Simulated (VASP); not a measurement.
# Cr (Im-3m) in VASP: further runs

Runs on Cr. Level: LDA. Tasks: single point.

Program: VASP 6.6.1. These are calculated values, not measurements. Logs are shortened: lines on timing, memory, paths and dates and some standing lists are left out, and cuts for length are marked.

## (1) The cell of the first run

Symmetry: Im-3m, No. 229, cubic system. The conventional cell has a = 2.800 Å, b = 2.800 Å, c = 2.800 Å, α = 90.00°, β = 90.00°, γ = 90.00°. Cr (site symmetry m-3m) has 14 Cr at 2.42 to 2.80 Å within 3.2 Å.

## (2) Single point, LDA, collinear spin, ferromagnetic start

INCAR reads:

```
SYSTEM = Cr
ALGO = Normal
EDIFF = 1E-7
ENCUT = 520
ISIF = 2
ISMEAR = -1
ISPIN = 2
LASPH = .TRUE.
LCHARG = .FALSE.
LMAXMIX = 4
LORBIT = 11
LREAL = .FALSE.
LWAVE = .FALSE.
MAGMOM = 2
NBANDS = 16
NELM = 150
PREC = Accurate
SIGMA = 0.05
```

KPOINTS reads:

```
k-points
0
G
  19 19 19
  0 0 0
```

POSCAR reads:

```
Cr
1.0
   -1.3999252653      1.3999252653      1.3999252653
    1.3999252653     -1.3999252653      1.3999252653
    1.3999252653      1.3999252653     -1.3999252653
Cr
1
Direct
    0.0000000000      0.0000000000      0.0000000000
```

Potentials or basis: VASP PAW LDA potentials, release 64 (Cr_pv).

Run with:

```sh
> cat potpaw_LDA.64/Cr_pv/POTCAR > POTCAR
> mpirun -np 1 vasp_std > vasp.out
```

OUTCAR:

```text
SYSTEM = Cr
   EDIFF = 1E-7
   ENCUT = 520
   ISIF = 2
   ISMEAR = -1
   ISPIN = 2
   LASPH = .TRUE.
   LORBIT = 11
   LREAL = .FALSE.
   NELM = 150
   PREC = Accurate

 ion  position               nearest neighbor table
   1  0.000  0.000  0.000-

  LATTYP: Found a body centered cubic cell.
 ALAT       =     2.7998505306

  Lattice vectors:

 A1 = (  -1.3999252653,   1.3999252653,   1.3999252653)
 A2 = (   1.3999252653,  -1.3999252653,   1.3999252653)
 A3 = (   1.3999252653,   1.3999252653,  -1.3999252653)

Analysis of symmetry for initial positions (statically):
=====================================================================
 Subroutine PRICEL returns:
 Original cell was already a primitive cell.

 Routine SETGRP: Setting up the symmetry group for a
 body centered cubic supercell.

 Subroutine GETGRP returns: Found 48 space group operations
 (whereof 48 operations were pure point group operations)
 out of a pool of 48 trial point group operations.

The static configuration has the point symmetry O_h .

Analysis of symmetry for dynamics (positions and initial velocities):
=====================================================================
 Subroutine PRICEL returns:
 Original cell was already a primitive cell.

 Routine SETGRP: Setting up the symmetry group for a
 body centered cubic supercell.

 Subroutine GETGRP returns: Found 48 space group operations
 (whereof 48 operations were pure point group operations)
 out of a pool of 48 trial point group operations.

The dynamic configuration has the point symmetry O_h .

Analysis of structural, dynamic, and magnetic symmetry:
=====================================================================
 Subroutine PRICEL returns:
 Original cell was already a primitive cell.

 Routine SETGRP: Setting up the symmetry group for a
 body centered cubic supercell.

 Subroutine GETGRP returns: Found 48 space group operations
 (whereof 48 operations were pure point group operations)
 out of a pool of 48 trial point group operations.

The overall configuration has the point symmetry O_h .

 Subroutine INISYM returns: Found 48 space group operations
 (whereof 48 operations are pure point group operations),
 and found     1 'primitive' translations

----------------------------------------------------------------------------------------

                                     Primitive cell

  volume of cell :      10.9742

  direct lattice vectors                    reciprocal lattice vectors
    -1.399925265  1.399925265  1.399925265     0.000000000  0.357161923  0.357161923
     1.399925265 -1.399925265  1.399925265     0.357161923  0.000000000  0.357161923
     1.399925265  1.399925265 -1.399925265     0.357161923  0.357161923  0.000000000

  length of vectors
     2.424741686  2.424741686  2.424741686     0.505103236  0.505103236  0.505103236

  position of ions in fractional coordinates (direct lattice)
     0.000000000  0.000000000  0.000000000

  ion indices of the primitive-cell ions
   primitive index   ion index
                 1           1

----------------------------------------------------------------------------------------

 KPOINTS: k-points

Automatic generation of k-mesh.
 Grid dimensions read from file:
 generate k-points for:   19   19   19

 Generating k-lattice:

  Cartesian coordinates                     Fractional coordinates (reciprocal lattice)
     0.000000000  0.018797996  0.018797996     0.052631579  0.000000000  0.000000000
     0.018797996  0.000000000  0.018797996     0.000000000  0.052631579  0.000000000
     0.018797996  0.018797996  0.000000000     0.000000000  0.000000000  0.052631579

  Length of vectors
     0.026584381  0.026584381  0.026584381

  Shift w.r.t. Gamma in fractional coordinates (k-lattice)
     0.000000000  0.000000000  0.000000000

 Subroutine IBZKPT returns following result:
 ===========================================

 Found    220 irreducible k-points:

 Following reciprocal coordinates:
            Coordinates               Weight
  0.000000  0.000000  0.000000      1.000000
  0.052632  0.000000  0.000000     12.000000
  0.105263  0.000000  0.000000     12.000000
  0.157895  0.000000  0.000000     12.000000
  0.210526  0.000000  0.000000     12.000000
  0.263158  0.000000  0.000000     12.000000
[... 16 lines left out ...]
  0.263158  0.105263  0.000000     48.000000
  0.315789  0.105263  0.000000     48.000000
 [... further k-points ...]
   k-points           NKPTS =    220   k-points in BZ     NKDIM =    220   number of bands    NBANDS=     16
   number of dos      NEDOS =    301   number of ions     NIONS =      1
   total plane-waves  NPLWV =   5832
   dimension x,y,z NGX =    18 NGY =   18 NGZ =   18
   dimension x,y,z NGXF=    36 NGYF=   36 NGZF=   36
   ions per type =               1
   NGX,Y,Z   is equivalent  to a cutoff of  12.34, 12.34, 12.34 a.u.
   NGXF,Y,Z  is equivalent  to a cutoff of  24.68, 24.68, 24.68 a.u.
 SYSTEM =  Cr
   PREC   = accura    normal or accurate (medium, high low for compatibility)
   ISTART =      0    job   : 0-new  1-cont  2-samecut
   ICHARG =      2    charge: 1-file 2-atom 10-const
   ISPIN  =      2    spin polarized calculation?
   LNONCOLLINEAR =      F non collinear calculations
   LSORBIT =      F    spin-orbit coupling
   LASPH  =      T    aspherical Exc in radial PAW
   ENCUT  =  520.0 eV  38.22 Ry    6.18 a.u.   4.51  4.51  4.51*2*pi/ulx,y,z
   NELM   =    150;   NELMIN=  2; NELMDL= -5     # of ELM steps
   EDIFF  = 0.1E-06   stopping-criterion for ELM
   LREAL  =      F    real-space projection
   EDIFFG = 0.1E-05   stopping-criterion for IOM
   NSW    =      0    number of steps for IOM
   IBRION =     -1    ionic relax: 0-MD 1-quasi-New 2-CG
   NFREE  =      0    steps in history (QN), initial steepest desc. (CG)
   ISIF   =      2    stress and relaxation
   ISYM   =      2    0-nonsym 1-usesym 2-fastsym
   POTIM  = 0.5000    time-step for ionic-motion
   TEBEG  =    0.0;   TEEND  =   0.0 temperature during run
   PSTRESS=    0.0 pullay stress
   NELECT =      12.0000    total number of electrons
   NUPDOWN=      -1.0000    fix difference up-down
   EMIN   =  10.00;   EMAX   =-10.00  energy-range for DOS
   EFERMI =   0.00;   METHOD = LEGACY
   ISMEAR =    -1;   SIGMA  =   0.05  broadening in eV -4-tet -1-fermi 0-gaus
   EFERMI_NEDOS =   21; number of points for ismear=-14 and -15
   IALGO  =     38    algorithm
   IMIX   =      4    mixing-type and parameters
     AMIX     =   0.40;   BMIX     =  1.00
     AMIX_MAG =   1.60;   BMIX_MAG =  1.00
  volume/ion in A,a.u.               =      10.97        74.06
  Fermi-wavevector in a.u.,A,eV,Ry     =   1.686593  3.187199 38.703096  2.844597
  Thomas-Fermi vector in A             =   2.769230
   LORBIT       =     11    0 simple, 1 ext, 2 COOP (PROOUT), +10 PAW based schemes
   GGA     = CA    functional components
   LHFCALC =     F    Hartree Fock is set to
   AEXX    =    0.0000 exact exchange contribution
   IVDW    =     0    specifies the selected vdW correction
   LEPSILON=     F    determine dielectric tensor
   LRPA    =     F    only Hartree local field effects (RPA)
 spin polarized calculation
  energy-cutoff  :      520.00
  volume of cell :       10.97
 maximum number of plane-waves:       321
 NGX is ok and might be reduce to    18
   NGX =  9   NGY =  9   NGZ =  9

 number of electron      12.0000013 magnetization      -0.0000514

 number of electron      12.0000013 magnetization       0.0000017

 Free energy of the ion-electron system (eV)
  ---------------------------------------------------
  ext. energy  EPLUGINS =         0.00000000
  ---------------------------------------------------
  free energy    TOTEN  =       -10.62941952 eV

  energy without entropy =      -10.62382516  energy(sigma->0) =      -10.62662234

 E-fermi :  11.5271     XC(G=0): -14.3055

 val. band max:       11.5203257869   @ k =   0.3684   0.0526   0.0526
 cond. band min:      11.5411059394   @ k =  -0.3158   0.3158   0.2632
 fundamental gap:      0.0207801524
 Fermi energy:        11.5271400528

 spin component 1

 k-point     1 :       0.0000    0.0000    0.0000
  band No.  band energies     occupation
      1     -30.7250      1.00000
      2     -30.7250      1.00000
      3     -30.7250      1.00000
      4       3.5820      1.00000
      5      10.5507      1.00000
      6      10.5507      1.00000
[... 8 lines left out ...]
     15      42.3510      0.00000
     16      47.2484      0.00000
[... 419 lines left out ...]
 k-point    24 :       0.3158    0.1053    0.0000
  band No.  band energies     occupation
      1     -31.6464      1.00000
      2     -31.0414      1.00000
      3     -30.7743      1.00000
      4       7.1711      1.00000
      5       9.1567      1.00000
      6      10.5775      1.00000
[... 8 lines left out ...]
     15      42.5360      0.00000
     16      43.9486      0.00000

 [... further k-points ...]

 spin component 2

 k-point     1 :       0.0000    0.0000    0.0000
  band No.  band energies     occupation
      1     -30.7250      1.00000
      2     -30.7250      1.00000
      3     -30.7250      1.00000
      4       3.5820      1.00000
      5      10.5507      1.00000
      6      10.5507      1.00000
[... 8 lines left out ...]
     15      42.3510      0.00000
     16      47.2483      0.00000
[... 419 lines left out ...]
 k-point    24 :       0.3158    0.1053    0.0000
  band No.  band energies     occupation
      1     -31.6464      1.00000
      2     -31.0414      1.00000
      3     -30.7743      1.00000
      4       7.1711      1.00000
      5       9.1567      1.00000
      6      10.5775      1.00000
[... 8 lines left out ...]
     15      42.5360      0.00000
     16      43.9486      0.00000

 [... further k-points ...]

------------------------ aborting loop because EDIFF is reached ----------------------------------------

  FORCE on cell =-STRESS in cart. coord.  units (eV):
  Direction    XX          YY          ZZ          XY          YZ          ZX
  --------------------------------------------------------------------------------------
  -------------------------------------------------------------------------------------
  Total       -0.2371058     -0.2371058     -0.2371058     -0.0000000      0.0000000      0.0000000
  in kB      -34.6161124    -34.6161124    -34.6161124     -0.0000000      0.0000000      0.0000000
  external PRESSURE =     -34.6161124 kB  Pullay stress =       0.0000000 kB

 VOLUME and BASIS-vectors are now :
 -----------------------------------------------------------------------------
  energy-cutoff  :      520.00
  volume of cell :       10.97
      direct lattice vectors                 reciprocal lattice vectors
    -1.399925265  1.399925265  1.399925265     0.000000000  0.357161923  0.357161923
     1.399925265 -1.399925265  1.399925265     0.357161923  0.000000000  0.357161923
     1.399925265  1.399925265 -1.399925265     0.357161923  0.357161923  0.000000000

 POSITION                                       TOTAL-FORCE (eV/Angst)
 -----------------------------------------------------------------------------------
      0.00000      0.00000      0.00000         0.000000      0.000000      0.000000
 -----------------------------------------------------------------------------------
    total drift:                                0.000000      0.000000      0.000000

  FREE ENERGIE OF THE ION-ELECTRON SYSTEM (eV)
  ---------------------------------------------------
  free  energy   TOTEN  =       -10.6294195241 eV

  energy  without entropy=      -10.6238251619  energy(sigma->0) =      -10.62662234

 total charge

# of ion       s       p       d       tot
------------------------------------------
    1        0.445   6.434   4.297  11.175

 magnetization (x)

# of ion       s       p       d       tot
------------------------------------------
    1       -0.000  -0.000   0.000   0.000
```

Run time: 91 s. Hardware: 1 thread of Intel Xeon 8259CL, shared host; peak memory 0.16 GiB.

Results:

| Item | Value |
| --- | --- |
| Free energy | -10.6294 eV |
| Pressure | -3.5 GPa |
| Band gap on the k mesh | zero (filled and empty bands overlap) |
| Net moment | 0.00 μB per cell |
| Valence electrons inside the program's atomic spheres | Cr 11.18 |

Levels at points of the mesh, in eV from the Fermi level:
Spin up:
```tsv
k point	band 3	band 4	band 5	band 6	band 7	band 8	band 9	band 10
(0.00, 0.00, 0.00)	-42.25	-7.95	-0.98	-0.98	-0.98	1.17	1.17	5.38
```
Spin down:
```csv
k point,band 2,band 3,band 4,band 5,band 6,band 7,band 8,band 9,band 10,band 11
"(0.00, 0.00, 0.00)",-42.25,-42.25,-7.95,-0.98,-0.98,-0.98,1.17,1.17,5.38,22.75
```

Caveat: the cell stands under tension; an empty level that is flat over the whole mesh can mark a ghost state of the potentials, or a narrow d or f band.

## (3) Single point, LDA, collinear spin, ferromagnetic start

INCAR is that of step 2.

KPOINTS is that of step 2.

POSCAR reads:

```
Cr
1.0
   -1.4000422665      1.4000422665      1.4000422665
    1.4000422665     -1.4000422665      1.4000422665
    1.4000422665      1.4000422665     -1.4000422665
Cr
1
Direct
    0.0000000000      0.0000000000      0.0000000000
```

Potentials or basis: VASP PAW LDA potentials, release 64 (Cr_pv).

Run with:

```sh
> cat potpaw_LDA.64/Cr_pv/POTCAR > POTCAR
> mpirun -np 1 vasp_std > vasp.out
```

It took 1.8 min on 1 thread of Intel Xeon 8259CL, shared host; peak memory 0.16 GiB.

Results (log left out):

```yaml
Free_energy: -10.6294 eV
Pressure: -3.5 GPa
Band_gap_on_the_k_mesh: zero (filled and empty bands overlap)
Net_moment: 0.00 μB per cell
Valence_electrons_inside_the_program's_atomic_spheres: Cr 11.18
```

Levels at points of the mesh, in eV from the Fermi level:
Spin up:
| k point | band 2 | band 3 | band 4 | band 5 | band 6 | band 7 | band 8 | band 9 | band 10 | band 11 |
| --- | --- | --- | --- | --- | --- | --- | --- | --- | --- | --- |
| (0.00, 0.00, 0.00) | -42.25 | -42.25 | -7.94 | -0.98 | -0.98 | -0.98 | 1.17 | 1.17 | 5.38 | 22.75 |
Spin down:
| k point | band 3 | band 4 | band 5 | band 6 | band 7 | band 8 | band 9 | band 10 |
| --- | --- | --- | --- | --- | --- | --- | --- | --- |
| (0.00, 0.00, 0.00) | -42.25 | -7.94 | -0.98 | -0.98 | -0.98 | 1.17 | 1.17 | 5.38 |

Caveat: the cell stands under tension; an empty level that is flat over the whole mesh can mark a ghost state of the potentials, or a narrow d or f band.
